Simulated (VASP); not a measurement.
# AlN (P6_3mc) in VASP: further runs

Runs on AlN. Level: HSE06. Tasks: relaxation of cell and atoms, single point.

Program: VASP 6.6.1. These are calculated values, not measurements. Logs are shortened: lines on timing, memory, paths and dates and some standing lists are left out, and cuts for length are marked.

**Measured values to compare with.**

“Structural and optical properties of self-assembled AlN nanowires grown on SiO2/Si substrates by molecular beam epitaxy”, 2024, arxiv:2402.00216 quotes, for a bulk crystal of AlN at 0 K: band gap 6.0343 eV (an exciton energy, a little under the gap).

The results are compared with them further down.

### 1 The cell of the first run

Symmetry: P6_3mc, No. 186, hexagonal system. The conventional cell has a = 3.113 Å, b = 3.113 Å, c = 4.981 Å, α = 90.00°, β = 90.00°, γ = 120.00°. Within 2.5 Å of Al (site symmetry 3m) lie 4 N at 1.89 Å. Within 2.5 Å of N (site symmetry 3m) lie 4 Al at 1.89 Å.

### 2 Relaxation of cell and atoms, HSE06

POSCAR

```
AlN
1.0
    3.1130000000      0.0000000000      0.0000000000
   -1.5565000000      2.6959370820      0.0000000000
    0.0000000000      0.0000000000      4.9810000000
Al N
2 2
Direct
    0.3333333333      0.6666666667      0.0000000000
    0.6666666667      0.3333333333      0.5000000000
    0.3333333333      0.6666666667      0.3800000000
    0.6666666667      0.3333333333      0.8800000000
```

INCAR.step1

```
SYSTEM = AlN
PREC     = Accurate       ! precision mode
ENCUT    = 600            ! plane-wave cutoff, eV
EDIFF    = 1E-5           ! SCF threshold, eV
ISMEAR   = 0              ! smearing method
SIGMA    = 0.02           ! smearing width, eV
LREAL    = .FALSE.        ! projectors in reciprocal space
LASPH    = .TRUE.         ! aspherical terms in the spheres
NELM     = 120            ! most SCF steps
ALGO     = Normal         ! electronic algorithm
LWAVE    = .TRUE.         ! write WAVECAR
LCHARG   = .FALSE.        ! write CHGCAR
GGA      = PE             ! functional
NBANDS   = 16             ! bands
GGA_COMPAT= .FALSE.      
IBRION   = 2              ! ionic algorithm
ISIF     = 3              ! what is computed and relaxed
EDIFFG   = -0.005         ! ionic threshold
NELMIN   = 4            
NSW      = 100            ! ionic steps
KPAR     = 4
```

INCAR.step2

```
SYSTEM = AlN
PREC     = Accurate       ! precision mode
ENCUT    = 600            ! plane-wave cutoff, eV
EDIFF    = 1E-7           ! SCF threshold, eV
ISMEAR   = 0              ! smearing method
SIGMA    = 0.02           ! smearing width, eV
LREAL    = .FALSE.        ! projectors in reciprocal space
LASPH    = .TRUE.         ! aspherical terms in the spheres
NELM     = 120            ! most SCF steps
ALGO     = Normal         ! electronic algorithm
ISIF     = 3              ! what is computed and relaxed
LWAVE    = .FALSE.        ! write WAVECAR
LCHARG   = .FALSE.        ! write CHGCAR
GGA      = PE             ! functional
LHFCALC  = .TRUE.         ! exact exchange
HFSCREEN = 0.2079         ! screening, 1/A
PRECFOCK = Normal       
IBRION   = 2              ! ionic algorithm
NSW      = 100            ! ionic steps
EDIFFG   = -0.005         ! ionic threshold
ISTART   = 1            
GGA_COMPAT= .FALSE.      
NELMIN   = 4            
KPAR     = 4
```

KPOINTS

```
regular mesh
0
G
  6 6 4
  0 0 0
```

Potentials or basis: VASP PAW PBE potentials, release 64 (Al, N).

Started as:

```
$ cat potpaw_PBE.64/Al/POTCAR potpaw_PBE.64/N/POTCAR > POTCAR
$ cp INCAR.step1 INCAR
$ mpirun -np 4 vasp_std > vasp.out
$ cp INCAR.step2 INCAR
$ mpirun -np 4 vasp_std > vasp.out
```

OUTCAR:

```text
SYSTEM = AlN
   PREC = Accurate
   ENCUT = 600
   EDIFF = 1E-7
   ISMEAR = 0
   LREAL = .FALSE.
   LASPH = .TRUE.
   NELM = 120
   ISIF = 3
   GGA = PE
   LHFCALC = .TRUE.
   HFSCREEN = 0.2079
   PRECFOCK = Normal
   IBRION = 2
   NSW = 100
   EDIFFG = -0.005
   ISTART = 1
   NELMIN = 4

 ion  position               nearest neighbor table
   1  0.333  0.667  0.000-   3 1.89   4 1.89   4 1.89   4 1.89   2 3.07   2 3.07   2 3.07   2 3.07
                             2 3.07   2 3.07
   2  0.667  0.333  0.500-   4 1.89   3 1.89   3 1.89   3 1.89   1 3.07   1 3.07   1 3.07   1 3.07
                             1 3.07   1 3.07
   3  0.333  0.667  0.380-   1 1.89   2 1.89   2 1.89   2 1.89
   4  0.667  0.333  0.880-   2 1.89   1 1.89   1 1.89   1 1.89

  LATTYP: Found a hexagonal cell.
 ALAT       =     3.1130000000
 C/A-ratio  =     1.6000642467

  Lattice vectors:

 A1 = (   3.1130000000,   0.0000000000,   0.0000000000)
 A2 = (  -1.5565000000,   2.6959370820,   0.0000000000)
 A3 = (   0.0000000000,   0.0000000000,   4.9810000000)

Analysis of symmetry for initial positions (statically):
=====================================================================
 Subroutine PRICEL returns:
 Original cell was already a primitive cell.

 Routine SETGRP: Setting up the symmetry group for a
 hexagonal supercell.

 Subroutine GETGRP returns: Found 12 space group operations
 (whereof  6 operations were pure point group operations)
 out of a pool of 24 trial point group operations.

The static configuration has the point symmetry C_3v.
 The point group associated with its full space group is C_6v.

Analysis of symmetry for dynamics (positions and initial velocities):
=====================================================================
 Subroutine PRICEL returns:
 Original cell was already a primitive cell.

 Routine SETGRP: Setting up the symmetry group for a
 hexagonal supercell.

 Subroutine GETGRP returns: Found 12 space group operations
 (whereof  6 operations were pure point group operations)
 out of a pool of 24 trial point group operations.

The dynamic configuration has the point symmetry C_3v.
 The point group associated with its full space group is C_6v.

 Subroutine INISYM returns: Found 12 space group operations
 (whereof  6 operations are pure point group operations),
 and found     1 'primitive' translations

----------------------------------------------------------------------------------------

                                     Primitive cell

  volume of cell :      41.8028

  direct lattice vectors                    reciprocal lattice vectors
     3.113000000  0.000000000  0.000000000     0.321233537  0.185464269  0.000000000
    -1.556500000  2.695937082  0.000000000     0.000000000  0.370928538  0.000000000
     0.000000000  0.000000000  4.981000000     0.000000000  0.000000000  0.200762899

  length of vectors
     3.113000000  3.113000000  4.981000000     0.370928538  0.370928538  0.200762899

  position of ions in fractional coordinates (direct lattice)
     0.333333333  0.666666667  0.000000000
     0.666666667  0.333333333  0.500000000
     0.333333333  0.666666667  0.380000000
     0.666666667  0.333333333  0.880000000

  ion indices of the primitive-cell ions
   primitive index   ion index
                 1           1
                 2           2
                 3           3
                 4           4

----------------------------------------------------------------------------------------

 KPOINTS: regular mesh

Automatic generation of k-mesh.
 Grid dimensions read from file:
 generate k-points for:    6    6    4

 Generating k-lattice:

  Cartesian coordinates                     Fractional coordinates (reciprocal lattice)
     0.053538923  0.030910711  0.000000000     0.166666667  0.000000000  0.000000000
     0.000000000  0.061821423  0.000000000     0.000000000  0.166666667  0.000000000
     0.000000000  0.000000000  0.050190725     0.000000000  0.000000000  0.250000000

  Length of vectors
     0.061821423  0.061821423  0.050190725

  Shift w.r.t. Gamma in fractional coordinates (k-lattice)
     0.000000000  0.000000000  0.000000000

 Subroutine IBZKPT returns following result:
 ===========================================

 Found     21 irreducible k-points:

 Following reciprocal coordinates:
            Coordinates               Weight
  0.000000  0.000000  0.000000      1.000000
  0.166667  0.000000  0.000000      6.000000
  0.333333  0.000000  0.000000      6.000000
  0.500000  0.000000  0.000000      3.000000
  0.166667  0.166667  0.000000      6.000000
  0.333333  0.166667  0.000000     12.000000
[... 13 lines left out ...]
  0.333333  0.166667  0.500000     12.000000
  0.333333  0.333333  0.500000      2.000000
   k-points           NKPTS =     21   k-points in BZ     NKDIM =    144   number of bands    NBANDS=     12
   number of dos      NEDOS =    301   number of ions     NIONS =      4
   total plane-waves  NPLWV =  31360
   dimension x,y,z NGX =    28 NGY =   28 NGZ =   40
   dimension x,y,z NGXF=    56 NGYF=   56 NGZF=   80
   ions per type =               2   2
   NGX,Y,Z   is equivalent  to a cutoff of  14.95, 14.95, 13.35 a.u.
   NGXF,Y,Z  is equivalent  to a cutoff of  29.91, 29.91, 26.70 a.u.
 SYSTEM =  AlN
   PREC   = accura    normal or accurate (medium, high low for compatibility)
   ISTART =      1    job   : 0-new  1-cont  2-samecut
   ICHARG =      0    charge: 1-file 2-atom 10-const
   ISPIN  =      1    spin polarized calculation?
   LNONCOLLINEAR =      F non collinear calculations
   LSORBIT =      F    spin-orbit coupling
   LASPH  =      T    aspherical Exc in radial PAW
   ENCUT  =  600.0 eV  44.10 Ry    6.64 a.u.   6.22  6.22  9.95*2*pi/ulx,y,z
   NELM   =    120;   NELMIN=  4; NELMDL=  0     # of ELM steps
   EDIFF  = 0.1E-06   stopping-criterion for ELM
   LREAL  =      F    real-space projection
   EDIFFG = -.5E-02   stopping-criterion for IOM
   NSW    =    100    number of steps for IOM
   IBRION =      2    ionic relax: 0-MD 1-quasi-New 2-CG
   NFREE  =      1    steps in history (QN), initial steepest desc. (CG)
   ISIF   =      3    stress and relaxation
   ISYM   =      3    0-nonsym 1-usesym 2-fastsym
   POTIM  = 0.5000    time-step for ionic-motion
   TEBEG  =    0.0;   TEEND  =   0.0 temperature during run
   PSTRESS=    0.0 pullay stress
   NELECT =      16.0000    total number of electrons
   NUPDOWN=      -1.0000    fix difference up-down
   EMIN   =  10.00;   EMAX   =-10.00  energy-range for DOS
   EFERMI =   0.00;   METHOD = LEGACY
   ISMEAR =     0;   SIGMA  =   0.02  broadening in eV -4-tet -1-fermi 0-gaus
   EFERMI_NEDOS =   21; number of points for ismear=-14 and -15
   IALGO  =     38    algorithm
   IMIX   =      1    mixing-type and parameters
     AMIX     =   0.40;   BMIX     =  1.00
     AMIX_MAG =   1.60;   BMIX_MAG =  1.00
  volume/ion in A,a.u.               =      10.45        70.52
  Fermi-wavevector in a.u.,A,eV,Ry     =   1.188629  2.246183 19.222843  1.412839
  Thomas-Fermi vector in A             =   2.324754
   LORBIT       =      0    0 simple, 1 ext, 2 COOP (PROOUT), +10 PAW based schemes
   GGA     = PE    functional components
   LHFCALC =     T    Hartree Fock is set to
   PRECFOCK=normal    Normal, Fast or Accurate (Low or Medium for compatibility)
   ENCUT4O =  -1.0   cutoff for four orbital integrals eV
   NKREDX  =     1    reduce k-point grid by
   NKREDY  =     1    reduce k-point grid by
   NKREDZ  =     1    reduce k-point grid by
   AEXX    =    0.2500 exact exchange contribution
   HFSCREEN=    0.2079 screening length (either q_TF or 0.3 A-1)
   HFSCREENC=   0.2079 screening length for correlation (either q_TF or 0.3 A-1)
   ENCUTFOCK=  -1.0 apply spherical cutoff to Coloumb kernel
   IVDW    =     0    specifies the selected vdW correction
   LEPSILON=     F    determine dielectric tensor
   LRPA    =     F    only Hartree local field effects (RPA)
 conjugate gradient relaxation of ions
 non-spin polarized calculation
 Gauss-broadening in eV      SIGMA  =   0.02
  energy-cutoff  :      600.00
  volume of cell :       41.80
 maximum number of plane-waves:      1412
 NGX is ok and might be reduce to    28
  NGX = 20; NGY = 20; NGZ = 30

--------------------------------------- Ionic step        1  -------------------------------------------

 number of electron      16.0000000 magnetization

 Free energy of the ion-electron system (eV)
  ---------------------------------------------------
  ext. energy  EPLUGINS =         0.00000000
  ---------------------------------------------------
  free energy    TOTEN  =       -34.89224601 eV

  energy without entropy =      -34.89224601  energy(sigma->0) =      -34.89224601

------------------------ aborting loop because EDIFF is reached ----------------------------------------

  FORCE on cell =-STRESS in cart. coord.  units (eV):
  Direction    XX          YY          ZZ          XY          YZ          ZX
  --------------------------------------------------------------------------------------
  -------------------------------------------------------------------------------------
  Total       -0.5978167     -0.5978167     -0.1768399      0.0000000      0.0000000     -0.0000000
  in kB      -22.9125397    -22.9125397     -6.7777471      0.0000000      0.0000000     -0.0000000
  external PRESSURE =     -17.5342755 kB  Pullay stress =       0.0000000 kB
[... 175 lines left out ...]
  energy  without entropy=      -34.8954942137  energy(sigma->0) =      -34.89549421

--------------------------------------- Ionic step        6  -------------------------------------------

 number of electron      15.9999999 magnetization

 Free energy of the ion-electron system (eV)
  ---------------------------------------------------
  ext. energy  EPLUGINS =         0.00000000
  ---------------------------------------------------
  free energy    TOTEN  =       -34.89550283 eV

  energy without entropy =      -34.89550283  energy(sigma->0) =      -34.89550283

 E-fermi :   5.4369     XC(G=0):  -9.0215

 val. band max:        5.3237805952   @ k =   0.0000   0.0000   0.0000
 cond. band min:      10.9471260659   @ k =   0.0000   0.0000   0.0000
 fundamental gap:      5.6233454707
 Fermi energy:         5.4368655509

 k-point     1 :       0.0000    0.0000    0.0000
  band No.  band energies     occupation
      1     -11.4343      2.00000
      2      -9.1199      2.00000
      3      -1.2235      2.00000
      4       4.3522      2.00000
      5       4.3522      2.00000
      6       5.0793      2.00000
      7       5.0793      2.00000
      8       5.3238      2.00000
      9      10.9471      0.00000
     10      13.5077      0.00000
     11      17.8503      0.00000
     12      18.1340      0.00000
[... 329 lines left out ...]
  FREE ENERGIE OF THE ION-ELECTRON SYSTEM (eV)
  ---------------------------------------------------
  free  energy   TOTEN  =       -34.8955028345 eV

  energy  without entropy=      -34.8955028345  energy(sigma->0) =      -34.89550283

 reached required accuracy - stopping structural energy minimisation
```

It took 37 min on 4 MPI ranks of AMD EPYC 7R13 (Zen 3), shared host; peak memory 0.28 GiB.

Results:

* Free energy: -34.8955 eV
* Relaxed volume: 10.36 Å³/atom
* Relaxed cell: a = 3.104 Å, b = 3.104 Å, c = 4.968 Å, α = 90.00°, β = 90.00°, γ = 120.00°
* Space group after relaxing (to 0.1 Å): P6_3mc (No. 186)
* Energy gained by relaxing: 0.8 meV/atom
* Ionic steps: 6
* Pressure after relaxing: 0.0 GPa
* Band gap on the k mesh: 5.62 eV

Step by step:
| step | energy change (eV) | largest force (eV/Å) | pressure (GPa) | volume (Å³) |
| --- | --- | --- | --- | --- |
| 1 | 0.0000 | 0.1281 | -1.75 | 41.80 |
| 2 | -0.0002 | 0.0886 | 1.81 | 41.11 |
| 3 | -0.0031 | 0.0184 | 0.02 | 41.45 |
| 4 | -0.0032 | 0.0090 | 0.01 | 41.45 |
| 5 | -0.0032 | 0.0031 | 0.00 | 41.45 |
| 6 | -0.0033 | 0.0009 | 0.01 | 41.45 |

Final structure:
```xyz
4
Lattice="3.1037 0.0000 0.0000 -1.5518 2.6879 0.0000 0.0000 0.0000 4.9683" Properties=species:S:1:pos:R:3 pbc="T T T"
Al    0.0000    1.7919    4.9636
Al    1.5518    0.8960    2.4794
N     0.0000    1.7919    1.8927
N     1.5518    0.8960    4.3769
```

Caveat: the PAW data sets were made with another functional, which shifts forces and pressure a little.

(Continued in part 2 of 3.)
